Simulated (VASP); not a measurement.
# Sb in VASP: single point with PBE

Aim: the single point of Sb with PBE.

Program: VASP 6.6.1. These are calculated values, not measurements. Logs are shortened: lines on timing, memory, paths and dates and some standing lists are left out, and cuts for length are marked.

### 1 The cell of the first run

The cell holds a slab with vacuum, 2 atoms: a = 4.024 Å, b = 4.024 Å, c = 20.530 Å, α = 90.00°, β = 90.00°, γ = 120.00°.

### 2 Single point, PBE, non-collinear spin, zero start, spin-orbit coupling

File INCAR:

```
SYSTEM = Sb
ALGO = Normal
DIPOL = 0.5 0.5 0.602
EDIFF = 1E-6
ENCUT = 400
GGA = PE
GGA_COMPAT = .FALSE.
IDIPOL = 3
ISIF = 2
ISMEAR = 0
LASPH = .TRUE.
LCHARG = .FALSE.
LDIPOL = .TRUE.
LNONCOLLINEAR = .TRUE.
LORBIT = 11
LORBMOM = .TRUE.
LREAL = .FALSE.
LSORBIT = .TRUE.
LWAVE = .FALSE.
MAGMOM = 0 0 0 0 0 0
NBANDS = 22
NELM = 200
NELMDL = -8
PREC = Accurate
SIGMA = 0.04
```

File KPOINTS:

```
k-points
0
G
  12 12 1
  0 0 0
```

File POSCAR:

```
Sb
1.0
    4.0244080398      0.0000000000      0.0000000000
   -2.0122040199      3.4852395977      0.0000000000
    0.0000000000      0.0000000000     20.5300000000
Sb
2
Direct
    0.3333333333      0.6666666667      0.5617394433
    0.6666666667      0.3333333333      0.6418215175
```

Potentials or basis: VASP PAW PBE potentials, release 64 (Sb).

Started as:

```bash
$ cat potpaw_PBE.64/Sb/POTCAR > POTCAR
$ mpirun -np 1 vasp_ncl > vasp.out
```

OUTCAR:

```text
SYSTEM = Sb
   EDIFF = 1E-6
   ENCUT = 400
   GGA = PE
   ISIF = 2
   ISMEAR = 0
   LASPH = .TRUE.
   LNONCOLLINEAR = .TRUE.
   LORBIT = 11
   LREAL = .FALSE.
   LSORBIT = .TRUE.
   NELM = 200
   NELMDL = -8
   PREC = Accurate

 ion  position               nearest neighbor table
   1  0.333  0.667  0.562-   2 2.85   2 2.85   2 2.85
   2  0.667  0.333  0.642-   1 2.85   1 2.85   1 2.85

  LATTYP: Found a hexagonal cell.
 ALAT       =     4.0244080398
 C/A-ratio  =     5.1013713811

  Lattice vectors:

 A1 = (   4.0244080398,   0.0000000000,   0.0000000000)
 A2 = (  -2.0122040199,   3.4852395977,   0.0000000000)
 A3 = (   0.0000000000,   0.0000000000,  20.5300000000)

Analysis of symmetry for initial positions (statically):
=====================================================================
 Subroutine PRICEL returns:
 Original cell was already a primitive cell.

 Routine SETGRP: Setting up the symmetry group for a
 hexagonal supercell.

 Subroutine GETGRP returns: Found 12 space group operations
 (whereof  6 operations were pure point group operations)
 out of a pool of 24 trial point group operations.

The static configuration has the point symmetry C_3v.
 The point group associated with its full space group is D_3d.

Analysis of symmetry for dynamics (positions and initial velocities):
=====================================================================
 Subroutine PRICEL returns:
 Original cell was already a primitive cell.

 Routine SETGRP: Setting up the symmetry group for a
 hexagonal supercell.

 Subroutine GETGRP returns: Found 12 space group operations
 (whereof  6 operations were pure point group operations)
 out of a pool of 24 trial point group operations.

The dynamic configuration has the point symmetry C_3v.
 The point group associated with its full space group is D_3d.

Analysis of structural, dynamic, and magnetic symmetry:
=====================================================================
 Subroutine PRICEL returns:
 Original cell was already a primitive cell.

 Routine SETGRP: Setting up the symmetry group for a
 hexagonal supercell.

 Subroutine GETGRP returns: Found 12 space group operations
 (whereof  6 operations were pure point group operations)
 out of a pool of 24 trial point group operations.

The overall configuration has the point symmetry C_3v.
 The point group associated with its full space group is D_3d.

 Subroutine INISYM returns: Found 12 space group operations
[... 656 lines left out ...]
 -----------------------------------------------------------------------------------
    total drift:                                0.000000     -0.000000     -0.000018

  FREE ENERGIE OF THE ION-ELECTRON SYSTEM (eV)
  ---------------------------------------------------
  free  energy   TOTEN  =        -8.2090241783 eV

  energy  without entropy=       -8.2090241783  energy(sigma->0) =       -8.20902418

 vacuum level on the upper side and lower side of the slab         2.296         2.295

 orbital moment (x)

 # of ion     p       d       tot
 ----------------------------------------
  1        -0.000   0.000  -0.000
  2        -0.000   0.000  -0.000
 ----------------------------------------
           -0.000   0.000  -0.000

 orbital moment (y)

 # of ion     p       d       tot
 ----------------------------------------
  1        -0.000  -0.000  -0.000
  2        -0.000   0.000  -0.000
 ----------------------------------------
           -0.000   0.000  -0.000

 orbital moment (z)

 # of ion     p       d       tot
 ----------------------------------------
  1         0.000   0.000   0.000
  2         0.000   0.000   0.000
 ----------------------------------------
            0.000   0.000   0.000

 Spin-Orbit-Coupling matrix elements

 Ion:    1  E_soc:     -0.1299081
 l=   1
     0.0000000    -0.0218390    -0.0209845
    -0.0218390     0.0000000    -0.0218390
    -0.0209845    -0.0218390     0.0000000
 l=   2
     0.0000000    -0.0000225     0.0000000    -0.0000225    -0.0000996
    -0.0000225     0.0000000    -0.0000550     0.0000079    -0.0000225
     0.0000000    -0.0000550     0.0000000    -0.0000550     0.0000000
    -0.0000225     0.0000079    -0.0000550     0.0000000    -0.0000225
    -0.0000996    -0.0000225     0.0000000    -0.0000225     0.0000000
 l=   3
     0.0000000     0.0000000     0.0000000     0.0000000     0.0000000     0.0000000     0.0000000
     0.0000000     0.0000000     0.0000000     0.0000000     0.0000000     0.0000000     0.0000000
     0.0000000     0.0000000     0.0000000     0.0000000     0.0000000     0.0000000     0.0000000
     0.0000000     0.0000000     0.0000000     0.0000000     0.0000000     0.0000000     0.0000000
     0.0000000     0.0000000     0.0000000     0.0000000     0.0000000     0.0000000     0.0000000
     0.0000000     0.0000000     0.0000000     0.0000000     0.0000000     0.0000000     0.0000000
     0.0000000     0.0000000     0.0000000     0.0000000     0.0000000     0.0000000     0.0000000

 Ion:    2  E_soc:     -0.1299081
 l=   1
     0.0000000    -0.0218390    -0.0209845
    -0.0218390     0.0000000    -0.0218390
    -0.0209845    -0.0218390     0.0000000
 l=   2
     0.0000000    -0.0000225     0.0000000    -0.0000225    -0.0000996
    -0.0000225     0.0000000    -0.0000550     0.0000079    -0.0000225
     0.0000000    -0.0000550     0.0000000    -0.0000550     0.0000000
    -0.0000225     0.0000079    -0.0000550     0.0000000    -0.0000225
    -0.0000996    -0.0000225     0.0000000    -0.0000225     0.0000000
 l=   3
     0.0000000     0.0000000     0.0000000     0.0000000     0.0000000     0.0000000     0.0000000
     0.0000000     0.0000000     0.0000000     0.0000000     0.0000000     0.0000000     0.0000000
     0.0000000     0.0000000     0.0000000     0.0000000     0.0000000     0.0000000     0.0000000
     0.0000000     0.0000000     0.0000000     0.0000000     0.0000000     0.0000000     0.0000000
     0.0000000     0.0000000     0.0000000     0.0000000     0.0000000     0.0000000     0.0000000
     0.0000000     0.0000000     0.0000000     0.0000000     0.0000000     0.0000000     0.0000000
     0.0000000     0.0000000     0.0000000     0.0000000     0.0000000     0.0000000     0.0000000

 total charge

# of ion       s       p       d       tot
------------------------------------------
    1        1.210   1.185   0.030   2.424
    2        1.210   1.185   0.030   2.424
--------------------------------------------------
tot          2.419   2.369   0.059   4.848

 magnetization (x)

# of ion       s       p       d       tot
------------------------------------------
    1        0.000  -0.000   0.000  -0.000
    2        0.000  -0.000  -0.000  -0.000
--------------------------------------------------
tot          0.000  -0.000  -0.000  -0.000

 magnetization (y)

# of ion       s       p       d       tot
------------------------------------------
    1        0.000   0.000  -0.000   0.000
    2        0.000   0.000   0.000   0.000
--------------------------------------------------
tot          0.000   0.000   0.000   0.000

 magnetization (z)

# of ion       s       p       d       tot
------------------------------------------
    1        0.000  -0.000   0.000   0.000
    2        0.000   0.000  -0.000  -0.000
--------------------------------------------------
tot          0.000   0.000   0.000   0.000
```

OSZICAR:

```text
N       E                     dE             d eps       ncg     rms          rms(c)
DAV:   1     0.507537490061E+02    0.50754E+02   -0.21903E+03   836   0.469E+02
DAV:   2    -0.261074768634E+01   -0.53364E+02   -0.50298E+02  1202   0.983E+01
DAV:   3    -0.811296635209E+01   -0.55022E+01   -0.54682E+01  1138   0.354E+01
[... 16 lines left out ...]
DAV:  20    -0.820901771128E+01   -0.46902E-05   -0.71161E-08   828   0.961E-04    0.297E-04
DAV:  21    -0.820902071413E+01   -0.30028E-05   -0.36885E-07   832   0.163E-03    0.125E-04
DAV:  22    -0.820902218195E+01   -0.14678E-05   -0.24204E-08   826   0.547E-04    0.928E-05
DAV:  23    -0.820902357985E+01   -0.13979E-05   -0.28066E-08   742   0.460E-04    0.591E-05
DAV:  24    -0.820902417826E+01   -0.59841E-06   -0.10230E-08   766   0.283E-04
   1 F= -.82090242E+01 E0= -.82090242E+01  d E =-.822763E-16  mag=    -0.0000     0.0000     0.0000
```

stdout:

```text
POSCAR found type information on POSCAR Sb
 POSCAR found :  1 types and       2 ions
 scaLAPACK will be used
 LDA part: xc-table for (Slater+PW92), standard interpolation
 POSCAR, INCAR and KPOINTS ok, starting setup
 FFT: planning ... GRIDC
 FFT: planning ... GRID_SOFT
 FFT: planning ... GRID
 WAVECAR not read
 entering main loop
```

Wall time 8.5 min (1 thread of Oxide Virtual Turin-like, shared host); peak memory 0.77 GiB.

What came out:

```
Free energy                                           : -8.2090 eV
Largest force                                         : 0.358 eV/Å
Net moment                                            : 0.00 μB per cell
Valence electrons inside the program's atomic spheres : Sb 2.42
```

Forces on the atoms (eV/Å):
```
Sb   0.000  0.000 -0.358
Sb   0.000  0.000  0.358
```

Moments on the atoms (μB; x, y, z):
```
Sb  0.00 0.00 0.00
Sb  0.00 0.00 0.00
```
